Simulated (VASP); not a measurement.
# Al3C4 (P4/mmm) in VASP: a series of runs

Runs on Al3C4. Level: PBE. Tasks: single point, relaxation of cell and atoms.

Everything below comes from runs of VASP 6.6.1. Logs are shortened: lines on timing, memory, paths and dates and some standing lists are left out, and cuts for length are marked.

## Step 1: The cell of the first run

Symmetry: P4/mmm, No. 123, tetragonal system. Conventional cell: a = 4.140 Å, b = 4.140 Å, c = 4.783 Å, α = 90.00°, β = 90.00°, γ = 90.00°. Al (site symmetry 4mm) has 4 C at 2.20 Å and 2 Al at 2.30 to 2.49 Å within 2.9 Å. Within 3.4 Å of Al (site symmetry 4/mmm) lie 8 C at 2.61 Å and 8 Al at 3.18 Å. Within 2.0 Å of C (site symmetry m2m) lie 2 C at 1.49 Å.

The cell was built from a structure type or drawn by symmetry, and may not be a known phase.

## Step 2: Single point, PBE

Input file INCAR:

```
SYSTEM = Al3C4
PREC     = Accurate       ! precision mode
ENCUT    = 520            ! plane-wave cutoff, eV
EDIFF    = 1E-6           ! SCF threshold, eV
ISMEAR   = 0              ! smearing method
SIGMA    = 0.1            ! smearing width, eV
LREAL    = .False.        ! projectors in reciprocal space
LASPH    = .True.         ! aspherical terms in the spheres
NELM     = 60             ! most SCF steps
ALGO     = Normal         ! electronic algorithm
ISIF     = 2              ! what is computed and relaxed
LWAVE    = .False.        ! write WAVECAR
LCHARG   = .True.         ! write CHGCAR
GGA      = PE             ! functional
LELF     = .True.         ! ELF
LVHAR    = .True.       
NBANDS   = 22             ! bands
```

Input file KPOINTS:

```
regular mesh
0
Gamma
  4 4 4
  0 0 0
```

Input file POSCAR:

```
Al3C4
1.0
    4.1396000705      0.0000000000      0.0000000000
    0.0000000000      4.1396000705      0.0000000000
    0.0000000000      0.0000000000      4.7833101915
Al C
3 4
Direct
    0.0000000000      0.0000000000      0.2599463490
    0.0000000000      0.0000000000      0.7400536510
    0.5000000000      0.5000000000      0.0000000000
    0.3203806562      0.3203806562      0.5000000000
    0.6796193438      0.6796193438      0.5000000000
    0.6796193438      0.3203806562      0.5000000000
    0.3203806562      0.6796193438      0.5000000000
```

Potentials or basis: VASP PAW PBE potentials, release 64 (Al, C).

On the command line:

```bash
> cat potpaw_PBE.64/Al/POTCAR potpaw_PBE.64/C/POTCAR > POTCAR
> mpirun -np 1 vasp_std > vasp.out
```

OUTCAR:

```text
SYSTEM = Al3C4
   PREC = Accurate
   ENCUT = 520
   EDIFF = 1E-6
   ISMEAR = 0
   LREAL = .False.
   LASPH = .True.
   NELM = 60
   ISIF = 2
   GGA = PE

 ion  position               nearest neighbor table
   1  0.000  0.000  0.260-   4 2.20   5 2.20   6 2.20   7 2.20   2 2.30   2 2.49   3 3.18   3 3.18
                             3 3.18   3 3.18
   2  0.000  0.000  0.740-   4 2.20   5 2.20   6 2.20   7 2.20   1 2.30   1 2.49   3 3.18   3 3.18
                             3 3.18   3 3.18
   3  0.500  0.500  0.000-   4 2.61   5 2.61   6 2.61   7 2.61   4 2.61   5 2.61   6 2.61   7 2.61
                             1 3.18   2 3.18   1 3.18   2 3.18   1 3.18   2 3.18   1 3.18   2 3.18
   4  0.320  0.320  0.500-   6 1.49   7 1.49   1 2.20   2 2.20   3 2.61   3 2.61
   5  0.680  0.680  0.500-   6 1.49   7 1.49   1 2.20   2 2.20   3 2.61   3 2.61
   6  0.680  0.320  0.500-   4 1.49   5 1.49   1 2.20   2 2.20   3 2.61   3 2.61
   7  0.320  0.680  0.500-   4 1.49   5 1.49   1 2.20   2 2.20   3 2.61   3 2.61

  LATTYP: Found a simple tetragonal cell.
 ALAT       =     4.1396000705
 C/A-ratio  =     1.1555005580

  Lattice vectors:

 A1 = (   4.1396000705,   0.0000000000,   0.0000000000)
 A2 = (   0.0000000000,   4.1396000705,   0.0000000000)
 A3 = (   0.0000000000,   0.0000000000,   4.7833101915)

Analysis of symmetry for initial positions (statically):
=====================================================================
 Subroutine PRICEL returns:
 Original cell was already a primitive cell.

 Routine SETGRP: Setting up the symmetry group for a
 simple tetragonal supercell.

 Subroutine GETGRP returns: Found 16 space group operations
 (whereof 16 operations were pure point group operations)
 out of a pool of 16 trial point group operations.

The static configuration has the point symmetry D_4h.

Analysis of symmetry for dynamics (positions and initial velocities):
=====================================================================
 Subroutine PRICEL returns:
 Original cell was already a primitive cell.

 Routine SETGRP: Setting up the symmetry group for a
 simple tetragonal supercell.

 Subroutine GETGRP returns: Found 16 space group operations
 (whereof 16 operations were pure point group operations)
 out of a pool of 16 trial point group operations.

The dynamic configuration has the point symmetry D_4h.

 Subroutine INISYM returns: Found 16 space group operations
 (whereof 16 operations are pure point group operations),
 and found     1 'primitive' translations

----------------------------------------------------------------------------------------

                                     Primitive cell

  volume of cell :      81.9682

  direct lattice vectors                    reciprocal lattice vectors
     4.139600071  0.000000000  0.000000000     0.241569230  0.000000000  0.000000000
     0.000000000  4.139600071  0.000000000     0.000000000  0.241569230  0.000000000
     0.000000000  0.000000000  4.783310192     0.000000000  0.000000000  0.209060245

  length of vectors
     4.139600071  4.139600071  4.783310192     0.241569230  0.241569230  0.209060245

  position of ions in fractional coordinates (direct lattice)
     0.000000000  0.000000000  0.259946349
     0.000000000  0.000000000  0.740053651
     0.500000000  0.500000000  0.000000000
     0.320380656  0.320380656  0.500000000
     0.679619344  0.679619344  0.500000000
     0.679619344  0.320380656  0.500000000
     0.320380656  0.679619344  0.500000000

  ion indices of the primitive-cell ions
   primitive index   ion index
                 1           1
                 2           2
                 3           3
                 4           4
                 5           5
                 6           6
                 7           7

----------------------------------------------------------------------------------------

 KPOINTS: regular mesh

Automatic generation of k-mesh.
 Grid dimensions read from file:
 generate k-points for:    4    4    4

 Generating k-lattice:

  Cartesian coordinates                     Fractional coordinates (reciprocal lattice)
     0.060392307  0.000000000  0.000000000     0.250000000  0.000000000  0.000000000
     0.000000000  0.060392307  0.000000000     0.000000000  0.250000000  0.000000000
     0.000000000  0.000000000  0.052265061     0.000000000  0.000000000  0.250000000

  Length of vectors
     0.060392307  0.060392307  0.052265061

  Shift w.r.t. Gamma in fractional coordinates (k-lattice)
     0.000000000  0.000000000  0.000000000

 Subroutine IBZKPT returns following result:
 ===========================================

 Found     18 irreducible k-points:

 Following reciprocal coordinates:
            Coordinates               Weight
  0.000000  0.000000  0.000000      1.000000
  0.250000  0.000000  0.000000      4.000000
  0.500000  0.000000  0.000000      2.000000
  0.250000  0.250000  0.000000      4.000000
  0.500000  0.250000  0.000000      4.000000
  0.500000  0.500000  0.000000      1.000000
[... 10 lines left out ...]
  0.500000  0.250000  0.500000      4.000000
  0.500000  0.500000  0.500000      1.000000
   k-points           NKPTS =     18   k-points in BZ     NKDIM =     18   number of bands    NBANDS=     22
   number of dos      NEDOS =    301   number of ions     NIONS =      7
   total plane-waves  NPLWV =  36864
   dimension x,y,z NGX =    32 NGY =   32 NGZ =   36
   dimension x,y,z NGXF=    64 NGYF=   64 NGZF=   72
   ions per type =               3   4
   NGX,Y,Z   is equivalent  to a cutoff of  12.85, 12.85, 12.51 a.u.
   NGXF,Y,Z  is equivalent  to a cutoff of  25.70, 25.70, 25.02 a.u.
 SYSTEM =  Al3C4
   PREC   = accura    normal or accurate (medium, high low for compatibility)
   ISTART =      0    job   : 0-new  1-cont  2-samecut
   ICHARG =      2    charge: 1-file 2-atom 10-const
   ISPIN  =      1    spin polarized calculation?
   LNONCOLLINEAR =      F non collinear calculations
   LSORBIT =      F    spin-orbit coupling
   LASPH  =      T    aspherical Exc in radial PAW
   ENCUT  =  520.0 eV  38.22 Ry    6.18 a.u.   7.70  7.70  8.89*2*pi/ulx,y,z
   NELM   =     60;   NELMIN=  2; NELMDL= -5     # of ELM steps
   EDIFF  = 0.1E-05   stopping-criterion for ELM
   LREAL  =      F    real-space projection
   EDIFFG = 0.1E-04   stopping-criterion for IOM
   NSW    =      0    number of steps for IOM
   IBRION =     -1    ionic relax: 0-MD 1-quasi-New 2-CG
   NFREE  =      0    steps in history (QN), initial steepest desc. (CG)
   ISIF   =      2    stress and relaxation
   ISYM   =      2    0-nonsym 1-usesym 2-fastsym
   POTIM  = 0.5000    time-step for ionic-motion
   TEBEG  =    0.0;   TEEND  =   0.0 temperature during run
   PSTRESS=    0.0 pullay stress
   NELECT =      25.0000    total number of electrons
   NUPDOWN=      -1.0000    fix difference up-down
   EMIN   =  10.00;   EMAX   =-10.00  energy-range for DOS
   EFERMI =   0.00;   METHOD = LEGACY
   ISMEAR =     0;   SIGMA  =   0.10  broadening in eV -4-tet -1-fermi 0-gaus
   EFERMI_NEDOS =   21; number of points for ismear=-14 and -15
   IALGO  =     38    algorithm
   IMIX   =      4    mixing-type and parameters
     AMIX     =   0.40;   BMIX     =  1.00
     AMIX_MAG =   1.60;   BMIX_MAG =  1.00
  volume/ion in A,a.u.               =      11.71        79.02
  Fermi-wavevector in a.u.,A,eV,Ry     =   1.101978  2.082437 16.522320  1.214356
  Thomas-Fermi vector in A             =   2.238414
   LORBIT       =      0    0 simple, 1 ext, 2 COOP (PROOUT), +10 PAW based schemes
   GGA     = PE    functional components
   LHFCALC =     F    Hartree Fock is set to
   AEXX    =    0.0000 exact exchange contribution
   IVDW    =     0    specifies the selected vdW correction
   LEPSILON=     F    determine dielectric tensor
   LRPA    =     F    only Hartree local field effects (RPA)
 non-spin polarized calculation
 Gauss-broadening in eV      SIGMA  =   0.10
  energy-cutoff  :      520.00
  volume of cell :       81.97
 maximum number of plane-waves:      2234
 NGX is ok and might be reduce to    32
   NGX = 15   NGY = 15   NGZ = 17

 number of electron      25.0000003 magnetization

 Free energy of the ion-electron system (eV)
  ---------------------------------------------------
  ext. energy  EPLUGINS =         0.00000000
  ---------------------------------------------------
  free energy    TOTEN  =       -41.87024254 eV

  energy without entropy =      -41.85346912  energy(sigma->0) =      -41.86185583

 E-fermi :   6.7315     XC(G=0): -10.5289

 val. band max:        6.7256750383   @ k =   0.5000   0.0000   0.5000
 cond. band min:       6.7559200285   @ k =   0.5000   0.2500   0.2500
 fundamental gap:      0.0302449902
 Fermi energy:         6.7315099679

 k-point     1 :       0.0000    0.0000    0.0000
  band No.  band energies     occupation
      1     -11.3331      2.00000
      2      -3.3954      2.00000
      3      -3.3954      2.00000
      4      -3.1940      2.00000
      5      -0.7883      2.00000
      6      -0.0653      2.00000
[... 14 lines left out ...]
     21      14.7855      0.00000
     22      15.4895      0.00000

 k-point     2 :       0.2500    0.0000    0.0000
  band No.  band energies     occupation
      1     -11.1778      2.00000
      2      -5.1825      2.00000
      3      -3.2224      2.00000
      4      -1.6634      2.00000
      5      -0.4678      2.00000
      6       0.8046      2.00000
[... 14 lines left out ...]
     21      13.6185      0.00000
     22      14.4043      0.00000

 k-point     3 :       0.5000    0.0000    0.0000
  band No.  band energies     occupation
      1     -10.9997      2.00000
      2      -6.0272      2.00000
      3      -3.0154      2.00000
      4      -0.7007      2.00000
      5      -0.0203      2.00000
      6       0.6800      2.00000
[... 14 lines left out ...]
     21      12.7835      0.00000
     22      15.0504      0.00000
[... 326 lines left out ...]
 k-point    17 :       0.5000    0.2500    0.5000
  band No.  band energies     occupation
      1     -10.8342      2.00000
      2      -5.5237      2.00000
      3      -4.2109      2.00000
      4      -1.4467      2.00000
      5      -1.0023      2.00000
      6       0.6408      2.00000
[... 14 lines left out ...]
     21      13.7525      0.00000
     22      14.3791      0.00000

 k-point    18 :       0.5000    0.5000    0.5000
  band No.  band energies     occupation
      1     -10.7042      2.00000
      2      -4.9752      2.00000
      3      -4.9752      2.00000
      4      -2.7748      2.00000
      5      -0.5170      2.00000
      6       1.7897      2.00000
[... 14 lines left out ...]
     21      13.5454      0.00000
     22      14.0865      0.00000

------------------------ aborting loop because EDIFF is reached ----------------------------------------

  FORCE on cell =-STRESS in cart. coord.  units (eV):
  Direction    XX          YY          ZZ          XY          YZ          ZX
  --------------------------------------------------------------------------------------
  -------------------------------------------------------------------------------------
  Total        0.1669861      0.1669861     -0.0378253      0.0000000     -0.0000000      0.0000000
  in kB        3.2639659      3.2639659     -0.7393458      0.0000000     -0.0000000      0.0000000
  external PRESSURE =       1.9295287 kB  Pullay stress =       0.0000000 kB

 VOLUME and BASIS-vectors are now :
 -----------------------------------------------------------------------------
  energy-cutoff  :      520.00
  volume of cell :       81.97
      direct lattice vectors                 reciprocal lattice vectors
     4.139600071  0.000000000  0.000000000     0.241569230  0.000000000  0.000000000
     0.000000000  4.139600071  0.000000000     0.000000000  0.241569230  0.000000000
     0.000000000  0.000000000  4.783310192     0.000000000  0.000000000  0.209060245

 POSITION                                       TOTAL-FORCE (eV/Angst)
 -----------------------------------------------------------------------------------
      0.00000      0.00000      1.24340         0.000000      0.000000     -0.000197
      0.00000      0.00000      3.53991         0.000000      0.000000      0.000197
      2.06980      2.06980      0.00000         0.000000      0.000000     -0.000000
      1.32625      1.32625      2.39166        -0.062944     -0.062944      0.000000
      2.81335      2.81335      2.39166         0.062944      0.062944     -0.000000
      2.81335      1.32625      2.39166         0.062944     -0.062944     -0.000000
      1.32625      2.81335      2.39166        -0.062944      0.062944      0.000000
 -----------------------------------------------------------------------------------
    total drift:                               -0.000000     -0.000000     -0.000000

  FREE ENERGIE OF THE ION-ELECTRON SYSTEM (eV)
  ---------------------------------------------------
  free  energy   TOTEN  =       -41.8702425350 eV

  energy  without entropy=      -41.8534691178  energy(sigma->0) =      -41.86185583
```

It took 14 s on 1 thread of AMD EPYC 9R45 (Zen 5), shared host; peak memory 0.15 GiB.

Results:

```yaml
Free_energy: -41.8702 eV
Pressure: 0.2 GPa
Largest_force: 0.089 eV/Å
Band_gap_on_the_k_mesh: zero (an odd number of electrons rules out a gap without spin polarisation)
```

Forces in eV/Å, atoms in the order of the input:
```
Al   0.000  0.000  0.000
Al   0.000  0.000  0.000
Al   0.000  0.000  0.000
C   -0.063 -0.063  0.000
C    0.063  0.063  0.000
C    0.063 -0.063  0.000
C   -0.063  0.063  0.000
```

Caveat: the k points lie up to 0.38 Å⁻¹ apart, too coarse for converged energies and pressures of a metal.

## Step 3: Single point, PBE

This run uses another cell than the first one, of 12.42 Å³/atom.

Input file INCAR:

```
PREC     = Accurate       # precision mode
ENCUT    = 520            # plane-wave cutoff, eV
EDIFF    = 1E-6           # SCF threshold, eV
ISMEAR   = 0              # smearing method
SIGMA    = 0.1            # smearing width, eV
LREAL    = F              # projectors in reciprocal space
LASPH    = T              # aspherical terms in the spheres
NELM     = 80             # most SCF steps
ALGO     = Normal         # electronic algorithm
ISIF     = 2              # what is computed and relaxed
LWAVE    = F              # write WAVECAR
LCHARG   = F              # write CHGCAR
GGA      = PE             # functional
NBANDS   = 22             # bands
```

Input file KPOINTS:

```
regular mesh
0
Gamma
  4 4 4
```

Input file POSCAR:

```
Al3C4
1.0
    3.9112435800      0.0000000000      0.0000000000
    0.0000000000      3.9112435800      0.0000000000
    0.0000000000      0.0000000000      5.6853657000
Al C
3 4
Direct
    0.0000000000      0.0000000000      0.2387065300
    0.0000000000      0.0000000000      0.7612934700
    0.5000000000      0.5000000000      0.0000000000
    0.3176324500      0.3176324500      0.5000000000
    0.6823675500      0.6823675500      0.5000000000
    0.6823675500      0.3176324500      0.5000000000
    0.3176324500      0.6823675500      0.5000000000
```

Potentials or basis: VASP PAW PBE potentials, release 64 (Al, C).

On the command line:

```bash
> cat potpaw_PBE.64/Al/POTCAR potpaw_PBE.64/C/POTCAR > POTCAR
> mpirun -np 1 vasp_std > vasp.out
```

It took 15 s on 1 thread of AMD EPYC 9R45 (Zen 5), shared host; peak memory 0.16 GiB.

It converged, with:

- Free energy: -40.5413 eV
- Pressure: -2.1 GPa
- Largest force: 2.685 eV/Å
- Band gap on the k mesh: zero (an odd number of electrons rules out a gap without spin polarisation)

Forces in eV/Å, atoms in the order of the input:
```
Al   0.000  0.000  1.678
Al   0.000  0.000 -1.678
Al   0.000  0.000  0.000
C   -1.899 -1.899  0.000
C    1.899  1.899  0.000
C    1.899 -1.899  0.000
C   -1.899  1.899  0.000
```

Stress tensor (GPa, compression positive):
```
  5.42   0.00   0.00
  0.00   5.42   0.00
  0.00   0.00 -17.03
```

Levels at points of the mesh, in eV from the Fermi level:
```tsv
k point	band 11	band 12	band 13	band 14	band 15	band 16
(0.00, 0.00, 0.00)	-0.99	-0.99	0.64	1.08	1.43	1.43
(0.50, 0.00, 0.00)	-3.40	0.06	1.71	2.44	2.95	3.58
(0.50, 0.50, 0.00)	-2.42	-2.42	-1.83	-1.52	-0.04	-0.04
(0.00, 0.00, 0.50)	-1.60	-1.11	-1.11	0.79	2.82	2.82
(0.50, 0.00, 0.50)	-1.35	-0.29	0.94	1.35	1.37	1.91
(0.50, 0.50, 0.50)	-1.39	-0.66	-0.66	0.67	0.67	1.42
```

Caveat: the k points lie up to 0.40 Å⁻¹ apart, too coarse for converged energies and pressures of a metal; forces of over 1 eV/Å act on the atoms, so gaps and moduli don't describe the material at rest.

[end of part 1 of 2]
